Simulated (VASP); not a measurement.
# ZnS (P6_3mc) in VASP: single point with PBE

Aim: the single point of ZnS with PBE.

Everything below comes from runs of VASP 6.6.1. Logs are shortened: lines on timing, memory, paths and dates and some standing lists are left out, and cuts for length are marked.

**1. The cell of the first run**

The structure is hexagonal, space group P6_3mc (No. 186). Conventional cell: a = 3.808 Å, b = 3.808 Å, c = 18.688 Å, α = 90.00°, β = 90.00°, γ = 120.00°. Zn (site symmetry 3m) has 4 S at 2.33 Å within 3.1 Å. Within 3.1 Å of Zn (site symmetry 3m) lie 4 S at 2.33 Å. Zn (site symmetry 3m) has 4 S at 2.33 to 2.34 Å within 3.1 Å. S (site symmetry 3m) has 4 Zn at 2.33 Å within 3.1 Å. Within 3.1 Å of S (site symmetry 3m) lie 4 Zn at 2.33 Å. S (site symmetry 3m) has 4 Zn at 2.33 to 2.34 Å within 3.1 Å.

**2. Single point, PBE**

The input, INCAR:

```
ALGO = Normal
EDIFF = 1E-7
ENCUT = 520
GGA = PE
ISIF = 2
ISMEAR = -1
LASPH = True
LCHARG = True
LELF = True
LREAL = False
LVHAR = True
LWAVE = False
NBANDS = 66
NELM = 80
PREC = Accurate
SIGMA = 0.02
```

The input, KPOINTS:

```
k-points
0
Gamma
  12 12 2
```

The input, POSCAR:

```
ZnS
1.0
    3.8084327919      0.0000000000      0.0000000000
   -1.9042163959      3.2981995464      0.0000000000
    0.0000000000      0.0000000000     18.6880104961
Zn S
6 6
Direct
    0.3333333333      0.6666666667      0.8332733122
    0.6666666667      0.3333333333      0.3332733122
    0.6666666667      0.3333333333      0.6668148654
    0.3333333333      0.6666666667      0.1668148654
    0.0000000000      0.0000000000      0.5000312016
    0.0000000000      0.0000000000      1.0000312016
    0.3333333333      0.6666666667      0.9581258908
    0.6666666667      0.3333333333      0.4581258908
    0.6666666667      0.3333333333      0.7916458914
    0.3333333333      0.6666666667      0.2916458914
    0.0000000000      0.0000000000      0.6251098285
    0.0000000000      0.0000000000      0.1251098285
```

Potentials or basis: VASP PAW PBE potentials, release 64 (Zn, S).

Command:

```bash
cat potpaw_PBE.64/Zn/POTCAR potpaw_PBE.64/S/POTCAR > POTCAR
mpirun -np 1 vasp_std > vasp.out
```

OUTCAR:

```text
EDIFF = 1E-7
   ENCUT = 520
   GGA = PE
   ISIF = 2
   ISMEAR = -1
   LASPH = True
   LREAL = False
   NELM = 80
   PREC = Accurate

 ion  position               nearest neighbor table
   1  0.333  0.667  0.833-   9 2.33   9 2.33   9 2.33   7 2.33
   2  0.667  0.333  0.333-  10 2.33  10 2.33  10 2.33   8 2.33
   3  0.667  0.333  0.667-   9 2.33  11 2.33  11 2.33  11 2.33
   4  0.333  0.667  0.167-  10 2.33  12 2.33  12 2.33  12 2.33
   5  0.000  0.000  0.500-   8 2.33   8 2.33   8 2.33  11 2.34
   6  0.000  0.000  0.000-   7 2.33   7 2.33   7 2.33  12 2.34
   7  0.333  0.667  0.958-   1 2.33   6 2.33   6 2.33   6 2.33
   8  0.667  0.333  0.458-   2 2.33   5 2.33   5 2.33   5 2.33
   9  0.667  0.333  0.792-   1 2.33   1 2.33   1 2.33   3 2.33
  10  0.333  0.667  0.292-   2 2.33   2 2.33   2 2.33   4 2.33
  11  0.000  0.000  0.625-   3 2.33   3 2.33   3 2.33   5 2.34
  12  0.000  0.000  0.125-   4 2.33   4 2.33   4 2.33   6 2.34

  LATTYP: Found a hexagonal cell.
 ALAT       =     3.8084327919
 C/A-ratio  =     4.9070080837

  Lattice vectors:

 A1 = (   3.8084327919,   0.0000000000,   0.0000000000)
 A2 = (  -1.9042163959,   3.2981995464,   0.0000000000)
 A3 = (   0.0000000000,   0.0000000000,  18.6880104961)

Analysis of symmetry for initial positions (statically):
=====================================================================
 Subroutine PRICEL returns:
 Original cell was already a primitive cell.

 Routine SETGRP: Setting up the symmetry group for a
 hexagonal supercell.

 Subroutine GETGRP returns: Found 12 space group operations
 (whereof  6 operations were pure point group operations)
 out of a pool of 24 trial point group operations.

The static configuration has the point symmetry C_3v.
 The point group associated with its full space group is C_6v.

Analysis of symmetry for dynamics (positions and initial velocities):
=====================================================================
 Subroutine PRICEL returns:
 Original cell was already a primitive cell.

 Routine SETGRP: Setting up the symmetry group for a
 hexagonal supercell.

 Subroutine GETGRP returns: Found 12 space group operations
 (whereof  6 operations were pure point group operations)
 out of a pool of 24 trial point group operations.

The dynamic configuration has the point symmetry C_3v.
 The point group associated with its full space group is C_6v.

 Subroutine INISYM returns: Found 12 space group operations
 (whereof  6 operations are pure point group operations),
 and found     1 'primitive' translations

----------------------------------------------------------------------------------------

                                     Primitive cell

  volume of cell :     234.7396

  direct lattice vectors                    reciprocal lattice vectors
     3.808432792  0.000000000  0.000000000     0.262575199  0.151597862  0.000000000
    -1.904216396  3.298199546  0.000000000     0.000000000  0.303195724  0.000000000
     0.000000000  0.000000000 18.688010496     0.000000000  0.000000000  0.053510244

  length of vectors
     3.808432792  3.808432792 18.688010496     0.303195724  0.303195724  0.053510244

  position of ions in fractional coordinates (direct lattice)
     0.333333333  0.666666667  0.833273312
     0.666666667  0.333333333  0.333273312
     0.666666667  0.333333333  0.666814865
     0.333333333  0.666666667  0.166814865
     0.000000000  0.000000000  0.500031202
     0.000000000  0.000000000  0.000031202
     0.333333333  0.666666667  0.958125891
     0.666666667  0.333333333  0.458125891
     0.666666667  0.333333333  0.791645891
     0.333333333  0.666666667  0.291645891
     0.000000000  0.000000000  0.625109829
     0.000000000  0.000000000  0.125109829

  ion indices of the primitive-cell ions
   primitive index   ion index
                 1           1
                 2           2
                 3           3
                 4           4
                 5           5
                 6           6
                 7           7
                 8           8
                 9           9
                10          10
                11          11
                12          12

----------------------------------------------------------------------------------------

 KPOINTS: k-points

Automatic generation of k-mesh.
 Grid dimensions read from file:
 generate k-points for:   12   12    2

 Generating k-lattice:

  Cartesian coordinates                     Fractional coordinates (reciprocal lattice)
     0.021881267  0.012633155  0.000000000     0.083333333  0.000000000  0.000000000
     0.000000000  0.025266310  0.000000000     0.000000000  0.083333333  0.000000000
     0.000000000  0.000000000  0.026755122     0.000000000  0.000000000  0.500000000

  Length of vectors
     0.025266310  0.025266310  0.026755122

  Shift w.r.t. Gamma in fractional coordinates (k-lattice)
     0.000000000  0.000000000  0.000000000

 Subroutine IBZKPT returns following result:
 ===========================================

 Found     38 irreducible k-points:

 Following reciprocal coordinates:
            Coordinates               Weight
  0.000000  0.000000  0.000000      1.000000
  0.083333 -0.000000  0.000000      6.000000
  0.166667 -0.000000  0.000000      6.000000
  0.250000 -0.000000  0.000000      6.000000
  0.333333  0.000000  0.000000      6.000000
  0.416667  0.000000  0.000000      6.000000
[... 16 lines left out ...]
  0.250000 -0.000000  0.500000      6.000000
  0.333333  0.000000  0.500000      6.000000
 [... further k-points ...]
   k-points           NKPTS =     38   k-points in BZ     NKDIM =     38   number of bands    NBANDS=     66
   number of dos      NEDOS =    301   number of ions     NIONS =     12
   total plane-waves  NPLWV = 109760
   dimension x,y,z NGX =    28 NGY =   28 NGZ =  140
   dimension x,y,z NGXF=    56 NGYF=   56 NGZF=  280
   ions per type =               6   6
   NGX,Y,Z   is equivalent  to a cutoff of  12.22, 12.22, 12.45 a.u.
   NGXF,Y,Z  is equivalent  to a cutoff of  24.45, 24.45, 24.91 a.u.
 SYSTEM =  unknown system
   PREC   = accura    normal or accurate (medium, high low for compatibility)
   ISTART =      0    job   : 0-new  1-cont  2-samecut
   ICHARG =      2    charge: 1-file 2-atom 10-const
   ISPIN  =      1    spin polarized calculation?
   LNONCOLLINEAR =      F non collinear calculations
   LSORBIT =      F    spin-orbit coupling
   LASPH  =      T    aspherical Exc in radial PAW
   ENCUT  =  520.0 eV  38.22 Ry    6.18 a.u.   7.08  7.08 34.75*2*pi/ulx,y,z
   NELM   =     80;   NELMIN=  2; NELMDL= -5     # of ELM steps
   EDIFF  = 0.1E-06   stopping-criterion for ELM
   LREAL  =      F    real-space projection
   EDIFFG = 0.1E-05   stopping-criterion for IOM
   NSW    =      0    number of steps for IOM
   IBRION =     -1    ionic relax: 0-MD 1-quasi-New 2-CG
   NFREE  =      0    steps in history (QN), initial steepest desc. (CG)
   ISIF   =      2    stress and relaxation
   ISYM   =      2    0-nonsym 1-usesym 2-fastsym
   POTIM  = 0.5000    time-step for ionic-motion
   TEBEG  =    0.0;   TEEND  =   0.0 temperature during run
   PSTRESS=    0.0 pullay stress
   NELECT =     108.0000    total number of electrons
   NUPDOWN=      -1.0000    fix difference up-down
   EMIN   =  10.00;   EMAX   =-10.00  energy-range for DOS
   EFERMI =   0.00;   METHOD = LEGACY
   ISMEAR =    -1;   SIGMA  =   0.02  broadening in eV -4-tet -1-fermi 0-gaus
   EFERMI_NEDOS =   21; number of points for ismear=-14 and -15
   IALGO  =     38    algorithm
   IMIX   =      4    mixing-type and parameters
     AMIX     =   0.40;   BMIX     =  1.00
     AMIX_MAG =   1.60;   BMIX_MAG =  1.00
  volume/ion in A,a.u.               =      19.56       132.01
  Fermi-wavevector in a.u.,A,eV,Ry     =   1.263826  2.388285 21.731993  1.597256
  Thomas-Fermi vector in A             =   2.397163
   LORBIT       =      0    0 simple, 1 ext, 2 COOP (PROOUT), +10 PAW based schemes
   GGA     = PE    functional components
   LHFCALC =     F    Hartree Fock is set to
   AEXX    =    0.0000 exact exchange contribution
   IVDW    =     0    specifies the selected vdW correction
   LEPSILON=     F    determine dielectric tensor
   LRPA    =     F    only Hartree local field effects (RPA)
 non-spin polarized calculation
  energy-cutoff  :      520.00
  volume of cell :      234.74
 maximum number of plane-waves:      6375
   NGX = 15   NGY = 15   NGZ = 69

 number of electron     108.0000002 magnetization

 Free energy of the ion-electron system (eV)
  ---------------------------------------------------
  ext. energy  EPLUGINS =         0.00000000
  ---------------------------------------------------
  free energy    TOTEN  =       -41.04647665 eV

  energy without entropy =      -41.04647665  energy(sigma->0) =      -41.04647665

 E-fermi :   2.5851     XC(G=0):  -9.6677

 val. band max:        2.1918714701   @ k =   0.0000   0.0000   0.0000
 cond. band min:       4.3662463145   @ k =   0.0000   0.0000   0.0000
 fundamental gap:      2.1743748444
 Fermi energy:         2.5851468706

 k-point     1 :       0.0000    0.0000    0.0000
  band No.  band energies     occupation
      1     -11.0167      2.00000
      2     -10.8147      2.00000
      3     -10.8064      2.00000
      4     -10.3481      2.00000
      5     -10.3386      2.00000
      6     -10.0731      2.00000
[... 58 lines left out ...]
     65       8.6337      0.00000
     66       8.7740      0.00000

 k-point     2 :       0.0833   -0.0000    0.0000
  band No.  band energies     occupation
      1     -10.9690      2.00000
      2     -10.7706      2.00000
      3     -10.7624      2.00000
      4     -10.3141      2.00000
      5     -10.3045      2.00000
      6     -10.0463      2.00000
[... 58 lines left out ...]
     65       8.7392      0.00000
     66       8.8056      0.00000

 k-point     3 :       0.1667   -0.0000    0.0000
  band No.  band energies     occupation
      1     -10.8322      2.00000
      2     -10.6452      2.00000
      3     -10.6372      2.00000
      4     -10.2198      2.00000
      5     -10.2101      2.00000
      6      -9.9737      2.00000
[... 1438 lines left out ...]
     65       9.0006      0.00000
     66       9.0006      0.00000

 k-point    24 :       0.3333    0.0000    0.5000
  band No.  band energies     occupation
      1     -10.3516      2.00000
      2     -10.3516      2.00000
      3     -10.1035      2.00000
      4     -10.1035      2.00000
      5      -9.8382      2.00000
      6      -9.8382      2.00000
[... 58 lines left out ...]
     65       8.9641      0.00000
     66       8.9641      0.00000

 [... further k-points ...]

------------------------ aborting loop because EDIFF is reached ----------------------------------------

  FORCE on cell =-STRESS in cart. coord.  units (eV):
  Direction    XX          YY          ZZ          XY          YZ          ZX
  --------------------------------------------------------------------------------------
  -------------------------------------------------------------------------------------
  Total        3.5622035      3.5622035      3.5675439      0.0000000      0.0000000      0.0000000
  in kB       24.3132498     24.3132498     24.3496999      0.0000000      0.0000000      0.0000000
  external PRESSURE =      24.3253998 kB  Pullay stress =       0.0000000 kB

 VOLUME and BASIS-vectors are now :
 -----------------------------------------------------------------------------
  energy-cutoff  :      520.00
  volume of cell :      234.74
      direct lattice vectors                 reciprocal lattice vectors
     3.808432792  0.000000000  0.000000000     0.262575199  0.151597862  0.000000000
    -1.904216396  3.298199546  0.000000000     0.000000000  0.303195724  0.000000000
     0.000000000  0.000000000 18.688010496     0.000000000  0.000000000  0.053510244

 POSITION                                       TOTAL-FORCE (eV/Angst)
 -----------------------------------------------------------------------------------
     -0.00000      2.19880     15.57222         0.000000     -0.000000     -0.000701
      1.90422      1.09940      6.22822        -0.000000      0.000000     -0.000701
      1.90422      1.09940     12.46144         0.000000     -0.000000      0.003942
     -0.00000      2.19880      3.11744        -0.000000      0.000000      0.003942
      0.00000      0.00000      9.34459         0.000000     -0.000000      0.000032
      0.00000      0.00000      0.00058         0.000000      0.000000      0.000032
     -0.00000      2.19880     17.90547         0.000000      0.000000     -0.000295
      1.90422      1.09940      8.56146         0.000000      0.000000     -0.000295
      1.90422      1.09940     14.79429         0.000000     -0.000000     -0.002315
     -0.00000      2.19880      5.45028         0.000000      0.000000     -0.002315
      0.00000      0.00000     11.68206         0.000000      0.000000     -0.000663
      0.00000      0.00000      2.33805         0.000000     -0.000000     -0.000663
 -----------------------------------------------------------------------------------
    total drift:                               -0.000002     -0.000003     -0.000511

  FREE ENERGIE OF THE ION-ELECTRON SYSTEM (eV)
  ---------------------------------------------------
  free  energy   TOTEN  =       -41.0464766505 eV

  energy  without entropy=      -41.0464766505  energy(sigma->0) =      -41.04647665
```

Run time: 13 min. Hardware: 1 thread of Intel Xeon Platinum 8259CL at 2.50GHz (Skylake/Cascade Lake), shared host; peak memory 0.58 GiB.

Results:

- Free energy: -41.0465 eV
- Pressure: 2.4 GPa
- Largest force: 0.004 eV/Å
- Band gap on the k mesh: 2.17 eV

Forces on the atoms (eV/Å):
```
Zn   0.000  0.000 -0.001
Zn   0.000  0.000 -0.001
Zn   0.000  0.000  0.004
Zn   0.000  0.000  0.004
Zn   0.000  0.000  0.000
Zn   0.000  0.000  0.000
S    0.000  0.000  0.000
S    0.000  0.000  0.000
S    0.000  0.000 -0.002
S    0.000  0.000 -0.002
S    0.000  0.000 -0.001
S    0.000  0.000 -0.001
```
